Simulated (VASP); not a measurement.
# Al2O3 (Corundum) (R-3c) in VASP: further runs

Aim: see how the results for Al2O3 (Corundum) move with the level of theory and the settings. Levels: PBE, BLYP+D3(BJ), revPBE+D3(BJ). Tasks: single point, relaxation of cell and atoms.

All numbers are computed with VASP 6.6.1; they aren't measurements. Logs are shortened: lines on timing, memory, paths and dates and some standing lists are left out, and cuts for length are marked.

**Experimental background.**

From “Multi-petahertz electron interference in Cr:Al2O3 solid-state material”, 2018, pmc:5906618, for a bulk crystal of Al2O3: band gap 8.7 eV (optical).

How close the calculation comes is told below.

### Step 1. The cell of the first run

The structure is trigonal, space group R-3c (No. 167). The conventional cell has a = 4.809 Å, b = 4.809 Å, c = 13.124 Å, α = 90.00°, β = 90.00°, γ = 120.00°. Al (site symmetry 3) has 6 O at 1.87 to 1.99 Å within 2.5 Å. Within 2.5 Å of O (site symmetry 2) lie 4 Al at 1.87 to 1.99 Å.

### Step 2. Single point, PBE

INCAR reads:

```
ALGO = Normal ; EDIFF = 1E-6
ENCUT = 520 ; GGA = PE
ISIF = 2 ; ISMEAR = -1
LASPH = True ; LCHARG = False
LREAL = False ; LWAVE = False
NBANDS = 35 ; NELM = 60
PREC = Accurate ; SIGMA = 0.05
```

KPOINTS reads:

```
k-points
0
Gamma
  7 7 7
```

POSCAR reads:

```
Al2O3
1.0
    2.4043567342      1.3881560077      4.3745030401
   -2.4043567342      1.3881560077      4.3745030401
    0.0000000000     -2.7763120154      4.3745030400
Al O
4 6
Direct
    0.8521455405      0.8521455405      0.8521455405
    0.6478544595      0.6478544595      0.6478544595
    0.1478544595      0.1478544595      0.1478544595
    0.3521455405      0.3521455405      0.3521455405
    0.0561715995      0.7500000000      0.4438284005
    0.7500000000      0.4438284005      0.0561715995
    0.4438284005      0.0561715995      0.7500000000
    0.9438284005      0.2500000000      0.5561715995
    0.2500000000      0.5561715995      0.9438284005
    0.5561715995      0.9438284005      0.2500000000
```

Potentials or basis: VASP PAW PBE potentials, release 64 (Al, O).

Launch:

```bash
$ cat potpaw_PBE.64/Al/POTCAR potpaw_PBE.64/O/POTCAR > POTCAR
$ mpirun -np 1 vasp_std > vasp.out
```

OUTCAR:

```text
EDIFF = 1E-6
   ENCUT = 520
   GGA = PE
   ISIF = 2
   ISMEAR = -1
   LASPH = True
   LREAL = False
   NELM = 60
   PREC = Accurate

 ion  position               nearest neighbor table
   1  0.852  0.852  0.852-  10 1.87   9 1.87   8 1.87   5 1.99   7 1.99   6 1.99   2 2.68   3 2.82
                             3 2.82   3 2.82   2 3.25   2 3.25   2 3.25
   2  0.648  0.648  0.648-  10 1.87   8 1.87   9 1.87   6 1.99   7 1.99   5 1.99   1 2.68   4 2.82
                             4 2.82   4 2.82   1 3.25   1 3.25   1 3.25
   3  0.148  0.148  0.148-   7 1.87   6 1.87   5 1.87   8 1.99  10 1.99   9 1.99   4 2.68   1 2.82
                             1 2.82   1 2.82   4 3.25   4 3.25   4 3.25
   4  0.352  0.352  0.352-   7 1.87   5 1.87   6 1.87   9 1.99  10 1.99   8 1.99   3 2.68   2 2.82
                             2 2.82   2 2.82   3 3.25   3 3.25   3 3.25
   5  0.056  0.750  0.444-   4 1.87   3 1.87   1 1.99   2 1.99
   6  0.750  0.444  0.056-   3 1.87   4 1.87   2 1.99   1 1.99
   7  0.444  0.056  0.750-   3 1.87   4 1.87   1 1.99   2 1.99
   8  0.944  0.250  0.556-   2 1.87   1 1.87   3 1.99   4 1.99
   9  0.250  0.556  0.944-   1 1.87   2 1.87   4 1.99   3 1.99
  10  0.556  0.944  0.250-   1 1.87   2 1.87   3 1.99   4 1.99

  LATTYP: Found a trigonal (rhomboedric) cell.
 ALAT       =     5.1811374480
 COS(alpha) =     0.5692973171

  Lattice vectors:

 A1 = (   2.4043567342,   1.3881560077,   4.3745030401)
 A2 = (  -2.4043567342,   1.3881560077,   4.3745030401)
 A3 = (   0.0000000000,  -2.7763120154,   4.3745030400)

Analysis of symmetry for initial positions (statically):
=====================================================================
 Subroutine PRICEL returns:
 Original cell was already a primitive cell.

 Routine SETGRP: Setting up the symmetry group for a
 trigonal (rhombohedral) supercell.

 Subroutine GETGRP returns: Found 12 space group operations
 (whereof  6 operations were pure point group operations)
 out of a pool of 12 trial point group operations.

The static configuration has the point symmetry S_6 .
 The point group associated with its full space group is D_3d.

Analysis of symmetry for dynamics (positions and initial velocities):
=====================================================================
 Subroutine PRICEL returns:
 Original cell was already a primitive cell.

 Routine SETGRP: Setting up the symmetry group for a
 trigonal (rhombohedral) supercell.

 Subroutine GETGRP returns: Found 12 space group operations
 (whereof  6 operations were pure point group operations)
[... 128 lines left out ...]
   TEBEG  =    0.0;   TEEND  =   0.0 temperature during run
   PSTRESS=    0.0 pullay stress
   NELECT =      48.0000    total number of electrons
   NUPDOWN=      -1.0000    fix difference up-down
   EMIN   =  10.00;   EMAX   =-10.00  energy-range for DOS
   EFERMI =   0.00;   METHOD = LEGACY
   ISMEAR =    -1;   SIGMA  =   0.05  broadening in eV -4-tet -1-fermi 0-gaus
   EFERMI_NEDOS =   21; number of points for ismear=-14 and -15
   IALGO  =     38    algorithm
   IMIX   =      4    mixing-type and parameters
     AMIX     =   0.40;   BMIX     =  1.00
     AMIX_MAG =   1.60;   BMIX_MAG =  1.00
  volume/ion in A,a.u.               =       8.76        59.12
  Fermi-wavevector in a.u.,A,eV,Ry     =   1.339624  2.531522 24.416906  1.794592
  Thomas-Fermi vector in A             =   2.468001
   LORBIT       =      0    0 simple, 1 ext, 2 COOP (PROOUT), +10 PAW based schemes
   GGA     = PE    functional components
   LHFCALC =     F    Hartree Fock is set to
   AEXX    =    0.0000 exact exchange contribution
   IVDW    =     0    specifies the selected vdW correction
   LEPSILON=     F    determine dielectric tensor
   LRPA    =     F    only Hartree local field effects (RPA)
 non-spin polarized calculation
  energy-cutoff  :      520.00
  volume of cell :       87.60
 maximum number of plane-waves:      2381
   NGX = 19   NGY = 19   NGZ = 19

 number of electron      48.0000008 magnetization

 Free energy of the ion-electron system (eV)
  ---------------------------------------------------
  ext. energy  EPLUGINS =         0.00000000
  ---------------------------------------------------
  free energy    TOTEN  =       -74.81222843 eV

  energy without entropy =      -74.81222843  energy(sigma->0) =      -74.81222843

 E-fermi :   6.8883     XC(G=0): -11.5381

 val. band max:        5.7998722577   @ k =   0.0000   0.0000   0.0000
 cond. band min:      11.6469173999   @ k =   0.0000   0.0000   0.0000
 fundamental gap:      5.8470451422
 Fermi energy:         6.8883459553

 k-point     1 :       0.0000    0.0000    0.0000
  band No.  band energies     occupation
      1     -13.2135      2.00000
      2     -10.9929      2.00000
      3     -10.7300      2.00000
      4     -10.7300      2.00000
      5     -10.4235      2.00000
      6     -10.4235      2.00000
[... 901 lines left out ...]
     34      19.1196      0.00000
     35      19.4090      0.00000

 [... further k-points ...]

------------------------ aborting loop because EDIFF is reached ----------------------------------------

  FORCE on cell =-STRESS in cart. coord.  units (eV):
  Direction    XX          YY          ZZ          XY          YZ          ZX
  --------------------------------------------------------------------------------------
  -------------------------------------------------------------------------------------
  Total       -0.0705411     -0.0705411     -0.0884052     -0.0000000     -0.0000000      0.0000000
  in kB       -1.2901367     -1.2901367     -1.6168553     -0.0000000     -0.0000000      0.0000000
  external PRESSURE =      -1.3990429 kB  Pullay stress =       0.0000000 kB

 VOLUME and BASIS-vectors are now :
 -----------------------------------------------------------------------------
  energy-cutoff  :      520.00
  volume of cell :       87.60
      direct lattice vectors                 reciprocal lattice vectors
     2.404356734  1.388156008  4.374503040     0.207955830  0.120063354  0.076199132
    -2.404356734  1.388156008  4.374503040    -0.207955830  0.120063354  0.076199132
     0.000000000 -2.776312015  4.374503040     0.000000000 -0.240126709  0.076199132

 POSITION                                       TOTAL-FORCE (eV/Angst)
 -----------------------------------------------------------------------------------
      0.00000      0.00000     11.18314         0.000000     -0.000000      0.004243
      0.00000      0.00000      8.50212         0.000000     -0.000000     -0.004243
      0.00000      0.00000      1.94037         0.000000     -0.000000     -0.004243
      0.00000      0.00000      4.62139         0.000000     -0.000000      0.004243
     -1.66821     -0.11311      5.46813        -0.000061     -0.000105     -0.000000
      0.73615      1.50127      5.46813        -0.000061      0.000105      0.000000
      0.93207     -1.38816      5.46813         0.000121     -0.000000     -0.000000
      1.66821      0.11311      7.65538         0.000061      0.000105      0.000000
     -0.73615     -1.50127      7.65538         0.000061     -0.000105     -0.000000
     -0.93207      1.38816      7.65538        -0.000121     -0.000000     -0.000000
 -----------------------------------------------------------------------------------
    total drift:                                0.000000     -0.000000      0.000000

  FREE ENERGIE OF THE ION-ELECTRON SYSTEM (eV)
  ---------------------------------------------------
  free  energy   TOTEN  =       -74.8122284252 eV

  energy  without entropy=      -74.8122284251  energy(sigma->0) =      -74.81222843
```

It took 2.8 min on 1 thread of Intel Xeon Platinum 8375C at 2.90GHz (Ice Lake), shared host; peak memory 0.28 GiB.

What came out:

```yaml
Free_energy: -74.8122 eV
Pressure: -0.1 GPa
Largest_force: 0.004 eV/Å
Band_gap_on_the_k_mesh: 5.85 eV, direct
```

Forces on the atoms (eV/Å):
```
Al   0.000  0.000  0.004
Al   0.000  0.000 -0.004
Al   0.000  0.000 -0.004
Al   0.000  0.000  0.004
O    0.000  0.000  0.000
O    0.000  0.000  0.000
O    0.000  0.000  0.000
O    0.000  0.000  0.000
O    0.000  0.000  0.000
O    0.000  0.000  0.000
```

### Step 3. Relaxation of cell and atoms, BLYP+D3(BJ)

This run uses another cell than the first one, of 8.50 Å³/atom, 0.970 times its volume.

INCAR reads:

```
PREC = Accurate ; ENCUT = 600
EDIFF = 1E-7 ; ISMEAR = -1
SIGMA = 0.05 ; LREAL = F
LASPH = T ; NELM = 60
ALGO = Normal ; ISIF = 3
LWAVE = F ; LCHARG = F
GGA = B5 ; ALDAX = 1.0
AGGAX = 1.0 ; AGGAC = 1.0
ALDAC = 0.0 ; IVDW = 12
VDW_S6 = 1.0 ; VDW_S8 = 2.6996
VDW_A1 = 0.4298 ; VDW_A2 = 4.2359
IBRION = 2 ; NSW = 60
EDIFFG = -0.01
```

KPOINTS reads:

```
regular mesh
0
Gamma
  7 7 7
```

POSCAR reads:

```
Al2O3
1.0
    2.3802500000      1.3742379782      4.3318666667
   -2.3802500000      1.3742379782      4.3318666667
    0.0000000000     -2.7484759565      4.3318666667
Al O
4 6
Direct
    0.8521600000      0.8521600000      0.8521600000
    0.6478400000      0.6478400000      0.6478400000
    0.1478400000      0.1478400000      0.1478400000
    0.3521600000      0.3521600000      0.3521600000
    0.0566800000      0.7500000000      0.4433200000
    0.7500000000      0.4433200000      0.0566800000
    0.4433200000      0.0566800000      0.7500000000
    0.9433200000      0.2500000000      0.5566800000
    0.2500000000      0.5566800000      0.9433200000
    0.5566800000      0.9433200000      0.2500000000
```

Potentials or basis: VASP PAW PBE potentials, release 64 (Al, O).

Launch:

```bash
$ cat potpaw_PBE.64/Al/POTCAR potpaw_PBE.64/O/POTCAR > POTCAR
$ mpirun -np 1 vasp_std > vasp.out
```

It took 14 min on 1 thread of AMD EPYC 7R13, shared host; peak memory 0.31 GiB.

The run converged. Its results:

* Free energy: -76.2570 eV
* Relaxed volume: 8.56 Å³/atom
* Relaxed cell: a = 5.142 Å, b = 5.142 Å, c = 5.142 Å, α = 55.31°, β = 55.31°, γ = 55.31°
* Space group after relaxing (to 0.05 Å): R-3c (No. 167)
* Energy gained by relaxing: 0.4 meV/atom
* Ionic steps: 5
* Pressure after relaxing: 0.0 GPa
* Largest force after relaxing: 0.005 eV/Å
* Band gap on the k mesh: 6.38 eV, direct
* Dispersion energy per atom: -0.503 eV

Forces on the atoms (eV/Å):
```
Al   0.000  0.000  0.005
Al   0.000  0.000 -0.005
Al   0.000  0.000 -0.005
Al   0.000  0.000  0.005
O   -0.001 -0.002  0.000
O   -0.001  0.002  0.000
O    0.002  0.000  0.000
O    0.001  0.002  0.000
O    0.001 -0.002  0.000
O   -0.002  0.000  0.000
```

Stress tensor (GPa, compression positive):
```
 0.04  0.00  0.00
 0.00  0.04  0.00
 0.00  0.00 -0.04
```

Step by step:
```tsv
step	energy change (eV)	largest force (eV/Å)	pressure (GPa)	volume (Å³)
1	0.0000	0.0233	1.81	85.02
2	-0.0009	0.0206	-1.57	86.21
3	-0.0037	0.0201	-0.03	85.65
4	-0.0037	0.0202	0.01	85.64
5	-0.0037	0.0049	0.02	85.64
```

Final structure:
```cif
data_structure
_symmetry_space_group_name_H-M 'P 1'
_symmetry_Int_Tables_number 1
_cell_length_a 5.1417
_cell_length_b 5.1417
_cell_length_c 5.1417
_cell_angle_alpha 55.308
_cell_angle_beta 55.308
_cell_angle_gamma 55.308
_cell_volume 85.64
loop_
_atom_site_label
_atom_site_type_symbol
_atom_site_fract_x
_atom_site_fract_y
_atom_site_fract_z
_atom_site_occupancy
Al1 Al 0.85227 0.85227 0.85227 1
Al2 Al 0.64773 0.64773 0.64773 1
Al3 Al 0.14773 0.14773 0.14773 1
Al4 Al 0.35227 0.35227 0.35227 1
O1 O 0.05680 0.75000 0.44320 1
O2 O 0.75000 0.44320 0.05680 1
O3 O 0.44320 0.05680 0.75000 1
O4 O 0.94320 0.25000 0.55680 1
O5 O 0.25000 0.55680 0.94320 1
O6 O 0.55680 0.94320 0.25000 1
```

Levels at points of the mesh, in eV from the valence-band top:
```
           k point  band 22  band 23  band 24  band 25  band 26  band 27
(0.00, 0.00, 0.00)    -0.05    -0.05     0.00     6.38     9.35    10.69
```

Caveat: the PAW data sets were made with another functional, which shifts forces and pressure a little. Zero-point motion and thermal expansion aren't in these numbers.

### Step 4. Relaxation of cell and atoms, revPBE+D3(BJ)

This run uses another cell than the first one, of 8.50 Å³/atom, 0.970 times its volume.

INCAR reads:

```
SYSTEM = Al2O3
  ALGO = Normal
  EDIFF = 1E-6
  EDIFFG = -0.01
  ENCUT = 600
  GGA = RE
  IBRION = 2
  ISIF = 3
  ISMEAR = -1
  IVDW = 12
  LASPH = .True.
  LCHARG = .False.
  LREAL = .False.
  LWAVE = .False.
  NELM = 80
  NSW = 60
  PREC = Accurate
  SIGMA = 0.05
```

KPOINTS reads:

```
k-points
0
Gamma
  7 7 7
  0 0 0
```

POSCAR is that of step 3.

Launch:

```bash
$ cat potpaw_PBE.64/Al/POTCAR potpaw_PBE.64/O/POTCAR > POTCAR
$ mpirun -np 1 vasp_std > vasp.out
```

Run time: 10 min. Hardware: 1 thread of AMD EPYC 7R13, shared host; peak memory 0.3 GiB.

The run converged. Its results:

```yaml
Free_energy: -76.1051 eV
Relaxed_volume: 8.55 Å³/atom
Relaxed_cell: a = 5.137 Å, b = 5.137 Å, c = 5.137 Å, α = 55.33°, β = 55.33°, γ = 55.33°
Space_group_after_relaxing_to_0.05_Å: R-3c (No. 167)
Energy_gained_by_relaxing: 0.2 meV/atom
Ionic_steps: 5
Pressure_after_relaxing: 0.0 GPa
Band_gap_on_the_k_mesh: 6.22 eV, direct
Dispersion_energy_per_atom: -0.464 eV
```

Step by step:
```
step  energy change (eV)  largest force (eV/Å)  pressure (GPa)  volume (Å³)
   1              0.0000                0.0349            1.29        85.02
   2             -0.0005                0.0097           -1.13        85.86
   3             -0.0019                0.0114           -0.01        85.46
   4             -0.0019                0.0109           -0.04        85.47
   5             -0.0020                0.0012           -0.01        85.46
```

Final structure:
```yaml
crystal:
  lattice:
    - [2.38522, 1.37711, 4.33626]
    - [-2.38522, 1.37711, 4.33626]
    - [0.00000, -2.75422, 4.33626]
  atoms:
    - { symbol: Al, position: [0.85205, 0.85205, 0.85205] }
    - { symbol: Al, position: [0.64795, 0.64795, 0.64795] }
    - { symbol: Al, position: [0.14795, 0.14795, 0.14795] }
    - { symbol: Al, position: [0.35205, 0.35205, 0.35205] }
    - { symbol: O, position: [0.05680, 0.75000, 0.44320] }
    - { symbol: O, position: [0.75000, 0.44320, 0.05680] }
    - { symbol: O, position: [0.44320, 0.05680, 0.75000] }
    - { symbol: O, position: [0.94320, 0.25000, 0.55680] }
    - { symbol: O, position: [0.25000, 0.55680, 0.94320] }
    - { symbol: O, position: [0.55680, 0.94320, 0.25000] }
```

Levels at points of the mesh, in eV from the valence-band top:
```tsv
k point	band 22	band 23	band 24	band 25	band 26	band 27
(0.00, 0.00, 0.00)	-0.06	-0.06	0.00	6.22	9.17	10.79
```

Caveat: the PAW data sets were made with another functional, which shifts forces and pressure a little.

### Step 5. Overview

| task | level | cell | cutoff (eV) | gap on the mesh (eV) | pressure (GPa) | relaxed volume (Å³/atom) |
| --- | --- | --- | --- | --- | --- | --- |
| single point | PBE | a = 5.181 Å, angles 55.3°, 10 atoms | 520 | 5.85 | -0.1 | - |
| relaxation of cell and atoms | BLYP+D3(BJ) | relaxed from a = 5.130 Å, angles 55.3°, 10 atoms | 600 | 6.38 | 0.0 | 8.56 |
| relaxation of cell and atoms | revPBE+D3(BJ) | relaxed from a = 5.130 Å, angles 55.3°, 10 atoms | 600 | 6.22 | 0.0 | 8.55 |

Alike in all rows: potentials or basis VASP PAW PBE potentials, release 64 (Al, O); no spin polarisation; k mesh 7 × 7 × 7; smearing fermi-dirac 0.05 eV.

Caveats: the PAW data sets were made with another functional, which shifts forces and pressure a little (some runs).

Total energies depend on the potentials used, so only differences within one code and one set of settings carry meaning.

### Step 6. How close it comes

Step 2. Measured gap of Al2O3: 8.7 eV (optical; quoted in “Multi-petahertz electron interference in Cr:Al2O3 solid-state material”, 2018, pmc:5906618). This calculation gives 5.85 eV (-2.85 eV). The value is that of PBE on a finite k mesh, which can miss the band edges, without temperature or zero-point motion. Semilocal functionals fall short of measured gaps as a rule.
